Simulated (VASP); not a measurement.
Input of a VASP 6.6.1 run:

The input INCAR:

```
SYSTEM = Si2Ni
PREC = Accurate ; ENCUT = 600
EDIFF = 1E-6 ; ISMEAR = 0
SIGMA = 0.1 ; LREAL = .False.
LASPH = .True. ; NELM = 100
ALGO = Normal ; ISIF = 3
LWAVE = .False. ; LCHARG = .False.
GGA = PS ; IBRION = 2
NSW = 70 ; EDIFFG = -0.008
PSTRESS = 120.0
```

File KPOINTS:

```
Automatic mesh
0
Gamma
  14 14 14
  0 0 0
```

Contents of POSCAR:

```
Si2Ni
1.0
    0.0000000000      2.6361563945      2.6361563945
    2.6361563945      0.0000000000      2.6361563945
    2.6361563945      2.6361563945      0.0000000000
Si Ni
2 1
Direct
    0.2500000000      0.2500000000      0.2500000000
    0.7500000000      0.7500000000      0.7500000000
    0.0000000000      0.0000000000      0.0000000000
```

Potentials or basis: VASP PAW PBE potentials, release 64 (Si, Ni).

Command:

```sh
$ cat potpaw_PBE.64/Si/POTCAR potpaw_PBE.64/Ni/POTCAR > POTCAR
$ mpirun -np 1 vasp_std > vasp.out
```

(1) What does it give for the space group after relaxing (to 0.1 Å)?

(2) What does it give for the relaxed volume?

(3) What does it give for the band gap on the k mesh?

Answers

(1) Fm-3m (No. 225).

(2) 12.23 Å³/atom.

(3) zero (bands 9 and 10 overlap by 2.13 eV).

Caveat: the cell is relaxed towards a set pressure, so the run minimises the enthalpy, not the energy; the PAW data sets were made with another functional, which shifts forces and pressure a little.
